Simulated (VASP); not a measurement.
# W in VASP: relaxation of the atoms with PBEsol

Aim: the relaxation of the atoms of W with PBEsol.

All numbers are computed with VASP 6.6.1; they aren't measurements. Logs are shortened: lines on timing, memory, paths and dates and some standing lists are left out, and cuts for length are marked.

## Step 1: The cell of the first run

The cell holds a slab with vacuum, 3 atoms: a = 2.732 Å, b = 2.732 Å, c = 18.461 Å, α = 90.00°, β = 90.00°, γ = 109.47°.

## Step 2: Relaxation of the atoms, PBEsol

INCAR reads:

```
PREC = Accurate
ENCUT = 520
EDIFF = 1E-6
ISMEAR = 0
SIGMA = 0.1
LREAL = F
LASPH = T
NELM = 80
ALGO = Normal
ISIF = 2
LWAVE = F
LCHARG = F
LDIPOL = T
IDIPOL = 3
DIPOL = 0.5 0.5 0.500
GGA = PS
IBRION = 2
NSW = 70
EDIFFG = -0.03
```

KPOINTS reads:

```
regular mesh
0
Gamma
  11 11 1
```

POSCAR reads:

```
W
1.0
    2.7317561349      0.0000000000      0.0000000000
   -0.9105853783      2.5755243833      0.0000000000
    0.0000000000      0.0000000000     18.4609390881
W
3
Selective dynamics
Direct
    0.5000000000      0.5000000000      0.3791789771  F F F
    0.0000000000      0.0000000000      0.5000000000  T T T
    0.5000000000      0.5000000000      0.6208210229  T T T
```

Potentials or basis: VASP PAW PBE potentials, release 64 (W_sv).

Started as:

```sh
$ cat potpaw_PBE.64/W_sv/POTCAR > POTCAR
$ mpirun -np 1 vasp_std > vasp.out
```

OUTCAR:

```text
PREC = Accurate
   ENCUT = 520
   EDIFF = 1E-6
   ISMEAR = 0
   LREAL = F
   LASPH = T
   NELM = 80
   ISIF = 2
   GGA = PS
   IBRION = 2
   NSW = 70
   EDIFFG = -0.03

 ion  position               nearest neighbor table
   1  0.500  0.500  0.379-   2 2.73   2 2.73   2 3.15   2 3.15
   2  0.000  0.000  0.500-   1 2.73   3 2.73   1 2.73   3 2.73   1 3.15   3 3.15   1 3.15   3 3.15

   3  0.500  0.500  0.621-   2 2.73   2 2.73   2 3.15   2 3.15

  LATTYP: Found a base centered orthorhombic cell.
 ALAT       =     3.1543602796
 B/A-ratio  =     1.4142135624
 C/A-ratio  =     5.8525144408

  Lattice vectors:

 A1 = (   2.7317561349,   0.0000000000,   0.0000000000)
 A2 = (  -0.9105853783,   2.5755243833,   0.0000000000)
 A3 = (   0.0000000000,   0.0000000000,  18.4609390881)

Analysis of symmetry for initial positions (statically):
=====================================================================
 Subroutine PRICEL returns:
 Original cell was already a primitive cell.

 Routine SETGRP: Setting up the symmetry group for a
 base centered orthorhombic supercell.

 Subroutine GETGRP returns: Found  8 space group operations
 (whereof  8 operations were pure point group operations)
 out of a pool of  8 trial point group operations.

The static configuration has the point symmetry D_2h.

Analysis of symmetry for dynamics (positions and initial velocities):
=====================================================================
 Subroutine PRICEL returns:
 Original cell was already a primitive cell.

 Routine SETGRP: Setting up the symmetry group for a
 base centered orthorhombic supercell.

 Subroutine GETGRP returns: Found  8 space group operations
 (whereof  8 operations were pure point group operations)
 out of a pool of  8 trial point group operations.

The dynamic configuration has the point symmetry D_2h.

Analysis of constrained symmetry for selective dynamics:
=====================================================================
 Subroutine PRICEL returns:
 Original cell was already a primitive cell.

 Routine SETGRP: Setting up the symmetry group for a
 base centered orthorhombic supercell.

 Subroutine GETGRP returns: Found  4 space group operations
 (whereof  4 operations were pure point group operations)
 out of a pool of  8 trial point group operations.

The constrained configuration has the point symmetry C_2v.

 Subroutine INISYM returns: Found  4 space group operations
 (whereof  4 operations are pure point group operations),
 and found     1 'primitive' translations

----------------------------------------------------------------------------------------

                                     Primitive cell

  volume of cell :     129.8857

  direct lattice vectors                    reciprocal lattice vectors
     2.731756135  0.000000000  0.000000000     0.366064887  0.129423482  0.000000000
    -0.910585378  2.575524383  0.000000000     0.000000000  0.388270446  0.000000000
     0.000000000  0.000000000 18.460939088     0.000000000  0.000000000  0.054168425

  length of vectors
     2.731756135  2.731756135 18.460939088     0.388270446  0.388270446  0.054168425

  position of ions in fractional coordinates (direct lattice)
     0.500000000  0.500000000  0.379178977
     0.000000000  0.000000000  0.500000000
     0.500000000  0.500000000  0.620821023

  ion indices of the primitive-cell ions
   primitive index   ion index
                 1           1
                 2           2
                 3           3

----------------------------------------------------------------------------------------

 KPOINTS: regular mesh

Automatic generation of k-mesh.
 Grid dimensions read from file:
 generate k-points for:   11   11    1

[... 45 lines left out ...]
   k-points           NKPTS =     36   k-points in BZ     NKDIM =     36   number of bands    NBANDS=     25
   number of dos      NEDOS =    301   number of ions     NIONS =      3
   total plane-waves  NPLWV =  56000
   dimension x,y,z NGX =    20 NGY =   20 NGZ =  140
   dimension x,y,z NGXF=    40 NGYF=   40 NGZF=  280
   ions per type =               3
   NGX,Y,Z   is equivalent  to a cutoff of  12.17, 12.17, 12.61 a.u.
   NGXF,Y,Z  is equivalent  to a cutoff of  24.34, 24.34, 25.21 a.u.
 SYSTEM =  unknown system
   PREC   = accura    normal or accurate (medium, high low for compatibility)
   ISTART =      0    job   : 0-new  1-cont  2-samecut
   ICHARG =      2    charge: 1-file 2-atom 10-const
   ISPIN  =      1    spin polarized calculation?
   LNONCOLLINEAR =      F non collinear calculations
   LSORBIT =      F    spin-orbit coupling
   LASPH  =      T    aspherical Exc in radial PAW
   ENCUT  =  520.0 eV  38.22 Ry    6.18 a.u.   5.08  5.08 34.33*2*pi/ulx,y,z
   NELM   =     80;   NELMIN=  2; NELMDL= -5     # of ELM steps
   EDIFF  = 0.1E-05   stopping-criterion for ELM
   LREAL  =      F    real-space projection
   EDIFFG = -.3E-01   stopping-criterion for IOM
   NSW    =     70    number of steps for IOM
   IBRION =      2    ionic relax: 0-MD 1-quasi-New 2-CG
   NFREE  =      1    steps in history (QN), initial steepest desc. (CG)
   ISIF   =      2    stress and relaxation
   ISYM   =      2    0-nonsym 1-usesym 2-fastsym
   POTIM  = 0.5000    time-step for ionic-motion
   TEBEG  =    0.0;   TEEND  =   0.0 temperature during run
   PSTRESS=    0.0 pullay stress
   NELECT =      42.0000    total number of electrons
   NUPDOWN=      -1.0000    fix difference up-down
   EMIN   =  10.00;   EMAX   =-10.00  energy-range for DOS
   EFERMI =   0.00;   METHOD = LEGACY
   ISMEAR =     0;   SIGMA  =   0.10  broadening in eV -4-tet -1-fermi 0-gaus
   EFERMI_NEDOS =   21; number of points for ismear=-14 and -15
   IALGO  =     38    algorithm
   IMIX   =      4    mixing-type and parameters
     AMIX     =   0.40;   BMIX     =  1.00
     AMIX_MAG =   1.60;   BMIX_MAG =  1.00
  volume/ion in A,a.u.               =      43.30       292.17
  Fermi-wavevector in a.u.,A,eV,Ry     =   1.123667  2.123422 17.179078  1.262627
  Thomas-Fermi vector in A             =   2.260334
   LORBIT       =      0    0 simple, 1 ext, 2 COOP (PROOUT), +10 PAW based schemes
   GGA     = PS    functional components
   LHFCALC =     F    Hartree Fock is set to
   AEXX    =    0.0000 exact exchange contribution
   IVDW    =     0    specifies the selected vdW correction
   LEPSILON=     F    determine dielectric tensor
   LRPA    =     F    only Hartree local field effects (RPA)
 conjugate gradient relaxation of ions
 non-spin polarized calculation
 Gauss-broadening in eV      SIGMA  =   0.10
  energy-cutoff  :      520.00
  volume of cell :      129.89
 maximum number of plane-waves:      3546
   NGX = 11   NGY = 11   NGZ = 69

--------------------------------------- Ionic step        1  -------------------------------------------

 number of electron      42.0000006 magnetization

 Free energy of the ion-electron system (eV)
  ---------------------------------------------------
  ext. energy  EPLUGINS =         0.00000000
  ---------------------------------------------------
  free energy    TOTEN  =       -38.14808940 eV

  energy without entropy =      -38.13541384  energy(sigma->0) =      -38.14175162

------------------------ aborting loop because EDIFF is reached ----------------------------------------

  FORCE on cell =-STRESS in cart. coord.  units (eV):
  Direction    XX          YY          ZZ          XY          YZ          ZX
  --------------------------------------------------------------------------------------
  -------------------------------------------------------------------------------------
  Total       -4.9037953     -5.2866556     -3.0317104     -0.5414462      0.0000000      0.0000000
  in kB      -60.4897146    -65.2124050    -37.3970134     -6.6788928      0.0000000      0.0000000
  external PRESSURE =     -54.3663777 kB  Pullay stress =       0.0000000 kB
[... 100 lines left out ...]
 number of electron      42.0000013 magnetization

------------------------ aborting loop because EDIFF is reached ----------------------------------------

 vacuum level on the upper side and lower side of the slab       (xc-potential included)        -0.052         0.031

  FORCE on cell =-STRESS in cart. coord.  units (eV):
  Direction    XX          YY          ZZ          XY          YZ          ZX
  --------------------------------------------------------------------------------------
  -------------------------------------------------------------------------------------
  Total       -3.8356507     -4.2556620     -0.9511605     -0.5939857      0.0000000      0.0000000
  in kB      -47.3138462    -52.4948057    -11.7328363     -7.3269832      0.0000000      0.0000000
  external PRESSURE =     -37.1804960 kB  Pullay stress =       0.0000000 kB
[... 18 lines left out ...]
  FREE ENERGIE OF THE ION-ELECTRON SYSTEM (eV)
  ---------------------------------------------------
  free  energy   TOTEN  =       -38.1875134037 eV

  energy  without entropy=      -38.1761858083  energy(sigma->0) =      -38.18184961

 dipolmoment           0.000000      0.000000     -0.000034 electrons x Angstroem

--------------------------------------- Ionic step        5  -------------------------------------------

 number of electron      42.0000007 magnetization

 dipolmoment           0.000000      0.000000      0.000021 electrons x Angstroem

 Free energy of the ion-electron system (eV)
  ---------------------------------------------------
  ext. energy  EPLUGINS =         0.00000000
  ---------------------------------------------------
  free energy    TOTEN  =       -38.19646398 eV

  energy without entropy =      -38.18489469  energy(sigma->0) =      -38.19067933

 E-fermi :   0.9906     XC(G=0):  -6.0988

 val. band max:        0.9685398734   @ k =   0.4545   0.0000   0.0000
 cond. band min:       1.0022382551   @ k =  -0.4545   0.0909   0.0000
 fundamental gap:      0.0336983817
 Fermi energy:         0.9905958335

 k-point     1 :       0.0000    0.0000    0.0000
  band No.  band energies     occupation
      1     -73.0355      2.00000
      2     -72.8784      2.00000
      3     -72.8522      2.00000
      4     -37.8109      2.00000
      5     -37.2750      2.00000
      6     -36.9858      2.00000
[... 661 lines left out ...]
     24       1.1851      0.00594
     25       1.6970      0.00000

 [... further k-points ...]

------------------------ aborting loop because EDIFF is reached ----------------------------------------

 vacuum level on the upper side and lower side of the slab       (xc-potential included)        -0.007        -0.159

  FORCE on cell =-STRESS in cart. coord.  units (eV):
  Direction    XX          YY          ZZ          XY          YZ          ZX
  --------------------------------------------------------------------------------------
  -------------------------------------------------------------------------------------
  Total       -3.4075347     -3.8347222     -0.0558187     -0.6041343      0.0000000      0.0000000
  in kB      -42.0329133    -47.3023928     -0.6885393     -7.4521694      0.0000000      0.0000000
  external PRESSURE =     -30.0079485 kB  Pullay stress =       0.0000000 kB
[... 18 lines left out ...]
  FREE ENERGIE OF THE ION-ELECTRON SYSTEM (eV)
  ---------------------------------------------------
  free  energy   TOTEN  =       -38.1964639800 eV

  energy  without entropy=      -38.1848946896  energy(sigma->0) =      -38.19067933

 reached required accuracy - stopping structural energy minimisation

 vacuum level on the upper side and lower side of the slab         6.001         5.865
```

Wall time 3.5 min (1 thread of Intel Xeon 6975P-C (Granite Rapids), shared host); peak memory 0.27 GiB.

Results:

```
Free energy               : -38.1965 eV
Energy gained by relaxing : 16.1 meV/atom
Ionic steps               : 5
Band gap on the k mesh    : zero (bands 21 and 22 overlap by 1.85 eV)
```

The path:
```tsv
step	energy change (eV)	largest force on free atoms (eV/Å)	pressure (GPa)
1	0.0000	0.6723	-5.44
2	-0.0176	0.4049	-4.88
3	-0.0266	0.6038	-4.09
4	-0.0394	0.3941	-3.72
5	-0.0484	0.0091	-3.00
```

Final structure:
```yaml
crystal:
  lattice:
    - [2.73176, 0.00000, 0.00000]
    - [-0.91059, 2.57552, 0.00000]
    - [0.00000, 0.00000, 18.46094]
  atoms:
    - { symbol: W, position: [0.50000, 0.50000, 0.37918] }
    - { symbol: W, position: [0.00000, 0.00000, 0.49629] }
    - { symbol: W, position: [0.50000, 0.50000, 0.61344] }
```

Levels at points of the mesh, in eV from the Fermi level:
| k point | band 18 | band 19 | band 20 | band 21 | band 22 | band 23 | band 24 | band 25 |
| --- | --- | --- | --- | --- | --- | --- | --- | --- |
| (0.00, 0.00, 0.00) | -1.48 | -1.28 | -1.06 | -0.62 | -0.54 | 0.84 | 1.88 | 2.14 |

Caveat: the PAW data sets were made with another functional, which shifts forces and pressure a little; spin-orbit coupling is left out, which moves the levels of the heavy elements.

The gap in the log of VASP goes by the Fermi energy; the results here count the filled bands.